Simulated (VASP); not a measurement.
# HfSi (Fm-3m) in VASP: a series of runs

The runs below take HfSi through vibrations by perturbation theory, elastic constants, with PBEsol.

Program: VASP 6.6.1. These are calculated values, not measurements. Logs are shortened: lines on timing, memory, paths and dates and some standing lists are left out, and cuts for length are marked.

### 1 The cell of the first run

The structure is cubic, space group Fm-3m (No. 225). The conventional cell has a = 5.300 Å, b = 5.300 Å, c = 5.300 Å, α = 90.00°, β = 90.00°, γ = 90.00°. Hf (site symmetry m-3m) has 6 Si at 2.65 Å within 3.5 Å. Within 3.5 Å of Si (site symmetry m-3m) lie 6 Hf at 2.65 Å.

### 2 Vibrations by perturbation theory, PBEsol

Input file INCAR:

```
SYSTEM = HfSi
PREC     = Accurate       ! precision mode
ENCUT    = 520            ! plane-wave cutoff, eV
EDIFF    = 1E-8           ! SCF threshold, eV
ISMEAR   = -1             ! smearing method
SIGMA    = 0.15           ! smearing width, eV
LREAL    = .False.        ! projectors in reciprocal space
LASPH    = .True.         ! aspherical terms in the spheres
NELM     = 80             ! most SCF steps
ALGO     = Normal         ! electronic algorithm
ISIF     = 2              ! what is computed and relaxed
LWAVE    = .False.        ! write WAVECAR
LCHARG   = .False.        ! write CHGCAR
GGA      = PS             ! functional
NBANDS   = 14             ! bands
IBRION   = 8              ! ionic algorithm
NSW      = 1              ! ionic steps
```

Input file KPOINTS:

```
regular mesh
0
Gamma
  10 10 10
  0 0 0
```

Input file POSCAR:

```
HfSi
1.0
    0.0000000000      2.6500000000      2.6500000000
    2.6500000000      0.0000000000      2.6500000000
    2.6500000000      2.6500000000      0.0000000000
Hf Si
1 1
Direct
    0.0000000000      0.0000000000      0.0000000000
    0.5000000000      0.5000000000      0.5000000000
```

Potentials or basis: VASP PAW PBE potentials, release 64 (Hf_pv, Si).

Run with:

```sh
cat potpaw_PBE.64/Hf_pv/POTCAR potpaw_PBE.64/Si/POTCAR > POTCAR
mpirun -np 1 vasp_std > vasp.out
```

OUTCAR:

```text
SYSTEM = HfSi
   PREC = Accurate
   ENCUT = 520
   EDIFF = 1E-8
   ISMEAR = -1
   LREAL = .False.
   LASPH = .True.
   NELM = 80
   ISIF = 2
   GGA = PS
   IBRION = 8
   NSW = 1

 ion  position               nearest neighbor table
   1  0.000  0.000  0.000-   2 2.65   2 2.65   2 2.65   2 2.65   2 2.65   2 2.65
   2  0.500  0.500  0.500-   1 2.65   1 2.65   1 2.65   1 2.65   1 2.65   1 2.65

  LATTYP: Found a face centered cubic cell.
 ALAT       =     5.3000000000

  Lattice vectors:

 A1 = (   0.0000000000,   2.6500000000,   2.6500000000)
 A2 = (   2.6500000000,   0.0000000000,   2.6500000000)
 A3 = (   2.6500000000,   2.6500000000,   0.0000000000)

Analysis of symmetry for initial positions (statically):
=====================================================================
 Subroutine PRICEL returns:
 Original cell was already a primitive cell.

 Routine SETGRP: Setting up the symmetry group for a
 face centered cubic supercell.

 Subroutine GETGRP returns: Found 48 space group operations
 (whereof 48 operations were pure point group operations)
 out of a pool of 48 trial point group operations.

The static configuration has the point symmetry O_h .

Analysis of symmetry for dynamics (positions and initial velocities):
=====================================================================
 Subroutine PRICEL returns:
 Original cell was already a primitive cell.

 Routine SETGRP: Setting up the symmetry group for a
 face centered cubic supercell.

 Subroutine GETGRP returns: Found 48 space group operations
 (whereof 48 operations were pure point group operations)
 out of a pool of 48 trial point group operations.

The dynamic configuration has the point symmetry O_h .

 Subroutine INISYM returns: Found 48 space group operations
 (whereof 48 operations are pure point group operations),
 and found     1 'primitive' translations

----------------------------------------------------------------------------------------

                                     Primitive cell

  volume of cell :      37.2192

  direct lattice vectors                    reciprocal lattice vectors
     0.000000000  2.650000000  2.650000000    -0.188679245  0.188679245  0.188679245
     2.650000000  0.000000000  2.650000000     0.188679245 -0.188679245  0.188679245
     2.650000000  2.650000000  0.000000000     0.188679245  0.188679245 -0.188679245

  length of vectors
     3.747665940  3.747665940  3.747665940     0.326802039  0.326802039  0.326802039

  position of ions in fractional coordinates (direct lattice)
     0.000000000  0.000000000  0.000000000
     0.500000000  0.500000000  0.500000000

  ion indices of the primitive-cell ions
   primitive index   ion index
                 1           1
                 2           2

----------------------------------------------------------------------------------------

 KPOINTS: regular mesh

Automatic generation of k-mesh.
 Grid dimensions read from file:
 generate k-points for:   10   10   10

 Generating k-lattice:

  Cartesian coordinates                     Fractional coordinates (reciprocal lattice)
    -0.018867925  0.018867925  0.018867925     0.100000000  0.000000000  0.000000000
     0.018867925 -0.018867925  0.018867925     0.000000000  0.100000000  0.000000000
     0.018867925  0.018867925 -0.018867925     0.000000000  0.000000000  0.100000000

  Length of vectors
[... 85 lines left out ...]
   LRPA    =     F    only Hartree local field effects (RPA)
 non-spin polarized calculation
  energy-cutoff  :      520.00
  volume of cell :       37.22
 maximum number of plane-waves:      1014
   NGX = 13   NGY = 13   NGZ = 13

--------------------------------------- Ionic step        1  -------------------------------------------

 number of electron      14.0000000 magnetization

 Free energy of the ion-electron system (eV)
  ---------------------------------------------------
  ext. energy  EPLUGINS =         0.00000000
  ---------------------------------------------------
  free energy    TOTEN  =       -17.47079842 eV

  energy without entropy =      -17.42487183  energy(sigma->0) =      -17.44783513

 E-fermi :   6.1658     XC(G=0): -11.1996

 val. band max:        6.0768025506   @ k =   0.3000   0.3000   0.0000
 cond. band min:       6.1727652966   @ k =   0.1000   0.0000   0.0000
 fundamental gap:      0.0959627460
 Fermi energy:         6.1658493650

 k-point     1 :       0.0000    0.0000    0.0000
  band No.  band energies     occupation
      1     -24.2906      2.00000
      2     -24.2906      2.00000
      3     -24.2906      2.00000
      4      -4.2252      2.00000
      5       6.3382      0.48145
      6       6.3382      0.48145
      7       6.3382      0.48144
      8       7.1331      0.00316
      9       7.1331      0.00316
     10       8.7249      0.00000
     11       8.7249      0.00000
     12       8.7249      0.00000
     13      14.3546      0.00000
     14      14.5389      0.00000
[... 377 lines left out ...]
      1     -24.4210      2.00000
      2     -24.3450      2.00000
      3     -24.3397      2.00000
      4      -1.9308      2.00000
      5       2.7133      2.00000
      6       4.2517      1.99999
      7       5.7859      1.85284
      8       6.3515      0.44957
      9       8.5993      0.00000
     10      10.1996      0.00000
     11      10.8225      0.00000
     12      11.6803      0.00000
     13      13.6342      0.00000
     14      17.0711      0.00000

 [... further k-points ...]

------------------------ aborting loop because EDIFF is reached ----------------------------------------

  FORCE on cell =-STRESS in cart. coord.  units (eV):
  Direction    XX          YY          ZZ          XY          YZ          ZX
  --------------------------------------------------------------------------------------
  -------------------------------------------------------------------------------------
  Total       -0.0161309     -0.0161309     -0.0161309      0.0000000      0.0000000      0.0000000
  in kB       -0.6943866     -0.6943866     -0.6943866      0.0000000      0.0000000      0.0000000
  external PRESSURE =      -0.6943866 kB  Pullay stress =       0.0000000 kB

 VOLUME and BASIS-vectors are now :
 -----------------------------------------------------------------------------
  energy-cutoff  :      520.00
  volume of cell :       37.22
      direct lattice vectors                 reciprocal lattice vectors
     0.000000000  2.650000000  2.650000000    -0.188679245  0.188679245  0.188679245
     2.650000000  0.000000000  2.650000000     0.188679245 -0.188679245  0.188679245
     2.650000000  2.650000000  0.000000000     0.188679245  0.188679245 -0.188679245

 POSITION                                       TOTAL-FORCE (eV/Angst)
 -----------------------------------------------------------------------------------
      0.00000      0.00000      0.00000         0.000000      0.000000     -0.000000
      2.65000      2.65000      2.65000         0.000000      0.000000      0.000000
 -----------------------------------------------------------------------------------
    total drift:                               -0.000000      0.000000      0.000000

  FREE ENERGIE OF THE ION-ELECTRON SYSTEM (eV)
  ---------------------------------------------------
  free  energy   TOTEN  =       -17.4707984219 eV

  energy  without entropy=      -17.4248718302  energy(sigma->0) =      -17.44783513

[... ionic steps 2 to 3 ...]

--------------------------------------- Ionic step        4  -------------------------------------------

------------------------ aborting loop because EDIFF is reached ----------------------------------------

[... ionic steps 5 to 6 ...]

--------------------------------------- Ionic step        7  -------------------------------------------

 Free energy of the ion-electron system (eV)
  ---------------------------------------------------
  ---------------------------------------------------
  free energy    TOTEN  =        -0.01876115 eV

  energy without entropy =       -0.01876115

------------------------ aborting loop because EDIFF is reached ----------------------------------------

 INTERNAL STRAIN TENSOR  FOR ION    2  DIRECTION 1   (eV/Angst):
 -----------------------------------------------------------------------------
    -0.03610 -0.00000  0.00000
    -0.00000  0.01583  0.00000
     0.00000  0.00000  0.01583

 INTERNAL STRAIN TENSOR FOR ION    2 for displacements in x,y,z  (eV/Angst):
          X           Y           Z          XY          YZ          ZX
  --------------------------------------------------------------------------------
  x     0.00000     0.00000     0.00000     0.00000     0.00000     0.00000
  y     0.00000     0.00000     0.00000     0.00000     0.00000     0.00000
  z     0.00000     0.00000     0.00000     0.00000     0.00000     0.00000

 SECOND DERIVATIVES (NOT SYMMETRIZED)
 ------------------------------------
               1X          1Y          1Z          2X          2Y          2Z
  1X   -10.947570    0.000000    0.000000   10.947570    0.000000    0.000000
  1Y     0.000000  -10.947570    0.000000    0.000000   10.947570    0.000000
  1Z     0.000000    0.000000  -10.947570    0.000000    0.000000   10.947570
  2X    10.946182    0.000000    0.000000  -10.946182    0.000000    0.000000
  2Y     0.000000   10.946182    0.000000    0.000000  -10.946182    0.000000
  2Z     0.000000    0.000000   10.946182    0.000000    0.000000  -10.946182

 Eigenvectors and eigenvalues of the dynamical matrix
 ----------------------------------------------------

   1 f  =   10.499788 THz    65.972113 2PiTHz  350.235225 cm-1    43.423614 meV
             X         Y         Z           dx          dy          dz
      0.000000  0.000000  0.000000     0.362443    0.067863    0.000000
      2.650000  2.650000  2.650000    -0.913654   -0.171070    0.000000
[... 21 lines left out ...]
   6 f/i=    0.000228 THz     0.001433 2PiTHz    0.007607 cm-1     0.000943 meV
             X         Y         Z           dx          dy          dz
      0.000000  0.000000  0.000000     0.290329    0.824994   -0.314839
      2.650000  2.650000  2.650000     0.115172    0.327272   -0.124895

--------------------------------------------------------------------------------------------------------

 ELASTIC MODULI CONTR FROM IONIC RELAXATION (kBar)
 Direction    XX          YY          ZZ          XY          YZ          ZX
 --------------------------------------------------------------------------------
 XX           0.0000      0.0000      0.0000      0.0000      0.0000      0.0000
 YY           0.0000      0.0000      0.0000      0.0000      0.0000      0.0000
 ZZ           0.0000      0.0000      0.0000      0.0000      0.0000      0.0000
 XY           0.0000      0.0000      0.0000      0.0000      0.0000      0.0000
 YZ           0.0000      0.0000      0.0000      0.0000      0.0000      0.0000
 ZX           0.0000      0.0000      0.0000      0.0000      0.0000      0.0000
 --------------------------------------------------------------------------------
```

It took 3.4 min on 1 thread of Intel Xeon Platinum 8488C (Sapphire Rapids), shared host; peak memory 0.27 GiB.

What came out:

| Property | Result |
| --- | --- |
| Highest phonon frequency at Γ, LO-TO splitting left out | 350 cm⁻¹ |

Phonon frequencies in cm⁻¹ (negative: imaginary):
```tsv
q point	frequencies
(0.000, 0.000, 0.000)	0 0 0 350 350 350
```

Caveat: the PAW data sets were made with another functional, which shifts forces and pressure a little; spin-orbit coupling is left out, which moves the levels of the heavy elements.

### 3 Elastic constants, PBEsol

Input file INCAR:

```
SYSTEM = HfSi
ALGO = Normal
EDIFF = 1E-8
ENCUT = 600
GGA = PS
IBRION = 6
ISIF = 3
ISMEAR = -1
LASPH = .True.
LCHARG = .False.
LREAL = .False.
LWAVE = .False.
NELM = 100
NFREE = 2
NSW = 1
POTIM = 0.015
PREC = Accurate
SIGMA = 0.15
```

Input file KPOINTS:

```
k-points
0
Gamma
  10 10 10
  0 0 0
```

POSCAR is that of step 2.

Potentials or basis: VASP PAW PBE potentials, release 64 (Hf_pv, Si).

Run with:

```sh
cat potpaw_PBE.64/Hf_pv/POTCAR potpaw_PBE.64/Si/POTCAR > POTCAR
mpirun -np 1 vasp_std > vasp.out
```

OUTCAR:

```text
SYSTEM = HfSi
   EDIFF = 1E-8
   ENCUT = 600
   GGA = PS
   IBRION = 6
   ISIF = 3
   ISMEAR = -1
   LASPH = .True.
   LREAL = .False.
   NELM = 100
   NFREE = 2
   NSW = 1
   POTIM = 0.015
   PREC = Accurate

 ion  position               nearest neighbor table
[... 786 lines left out ...]
   1 f  =   10.498012 THz    65.960957 2PiTHz  350.175997 cm-1    43.416271 meV
             X         Y         Z           dx          dy          dz
      0.000000  0.000000  0.000000     0.000000    0.368710    0.000000
      2.650000  2.650000  2.650000     0.000000   -0.929545    0.000000
[... 21 lines left out ...]
   6 f/i=    0.000132 THz     0.000828 2PiTHz    0.004393 cm-1     0.000545 meV
             X         Y         Z           dx          dy          dz
      0.000000  0.000000  0.000000     0.000000   -0.929545    0.000000
      2.650000  2.650000  2.650000     0.000000   -0.368710    0.000000

--------------------------------------------------------------------------------------------------------

 ELASTIC MODULI CONTR FROM IONIC RELAXATION (kBar)
 Direction    XX          YY          ZZ          XY          YZ          ZX
 --------------------------------------------------------------------------------
 XX           0.0000      0.0000      0.0000      0.0000      0.0000      0.0000
 YY           0.0000      0.0000      0.0000      0.0000      0.0000      0.0000
 ZZ           0.0000      0.0000      0.0000      0.0000      0.0000      0.0000
 XY           0.0000      0.0000      0.0000      0.0000      0.0000      0.0000
 YZ           0.0000      0.0000      0.0000      0.0000      0.0000      0.0000
 ZX           0.0000      0.0000      0.0000      0.0000      0.0000      0.0000
 --------------------------------------------------------------------------------

 TOTAL ELASTIC MODULI (kBar)
 Direction    XX          YY          ZZ          XY          YZ          ZX
 --------------------------------------------------------------------------------
 XX        2997.3887    402.6057    402.6057     -0.0000      0.0000      0.0000
 YY         402.6057   2997.3887    402.6057     -0.0000     -0.0000     -0.0000
 ZZ         402.6057    402.6057   2997.3887      0.0000     -0.0000     -0.0000
 XY          -0.0000     -0.0000      0.0000    175.2969      0.0000      0.0000
 YZ           0.0000     -0.0000     -0.0000      0.0000    175.2969      0.0000
 ZX           0.0000     -0.0000     -0.0000      0.0000      0.0000    175.2969
 --------------------------------------------------------------------------------
```

OSZICAR:

```text
N       E                     dE             d eps       ncg     rms          rms(c)
DAV:   1     0.233885294557E+02    0.23389E+02   -0.79056E+03  1034   0.128E+03
DAV:   2    -0.169868877672E+02   -0.40375E+02   -0.38153E+02  1254   0.205E+02
DAV:   3    -0.184288628053E+02   -0.14420E+01   -0.14083E+01  1338   0.272E+01
DAV:   4    -0.184499898380E+02   -0.21127E-01   -0.20980E-01  1260   0.320E+00
[... 196 lines left out ...]
DAV:   3    -0.174697587233E+02    0.10810E-03   -0.47206E-04  2535   0.143E-01    0.230E-02
DAV:   4    -0.174697597878E+02   -0.10645E-05   -0.38428E-05  2646   0.424E-02    0.219E-02
DAV:   5    -0.174697590814E+02    0.70638E-06   -0.12508E-06  2976   0.109E-02    0.292E-03
DAV:   6    -0.174697588615E+02    0.21995E-06   -0.51719E-07  2573   0.449E-03    0.183E-03
DAV:   7    -0.174697588571E+02    0.44021E-08   -0.73328E-08  2592   0.158E-03
  17 F= -.17469759E+02 E0= -.17446796E+02  d E =-.459249E-01
```

stdout:

```text
POSCAR found type information on POSCAR HfSi
 POSCAR found :  2 types and       2 ions
 scaLAPACK will be used
 -----------------------------------------------------------------------------
|                                                                             |
|                                                                             |
|     You enforced a specific xc type in the INCAR file but a different       |
|     I HOPE YOU KNOW WHAT YOU ARE DOING!                                     |
|                                                                             |
[... 33 lines left out ...]
 Finite differences progress:
 bond charge predicted
 Finite differences progress:
 bond charge predicted
 Finite differences progress:
 bond charge predicted
 Finite differences progress:
 bond charge predicted
 Finite differences progress:
 bond charge predicted
 Finite differences progress:
```

Run time: 17 min. Hardware: 1 thread of Intel Xeon Platinum 8488C (Sapphire Rapids), shared host; peak memory 0.39 GiB.

Results:

* Elastic constants C11, C12, C44: 300, 40, 18 GPa
* Voigt bulk modulus: 127 GPa
* Highest phonon frequency at Γ, LO-TO splitting left out: 350 cm⁻¹

Phonon frequencies in cm⁻¹ (negative: imaginary):
```csv
q point,frequencies
"(0.000, 0.000, 0.000)",0 0 0 350 350 350
```

Elastic tensor in Voigt notation (GPa, in the Cartesian axes of the cell as first typed):
```
300  40  40   0   0   0
 40 300  40   0   0   0
 40  40 300   0   0   0
  0   0   0  18   0   0
  0   0   0   0  18   0
  0   0   0   0   0  18
```

Clamped-ion elastic tensor (GPa):
```
300  40  40   0   0   0
 40 300  40   0   0   0
 40  40 300   0   0   0
  0   0   0  18   0   0
  0   0   0   0  18   0
  0   0   0   0   0  18
```

Caveat: the PAW data sets were made with another functional, which shifts forces and pressure a little; spin-orbit coupling is left out, which moves the levels of the heavy elements.
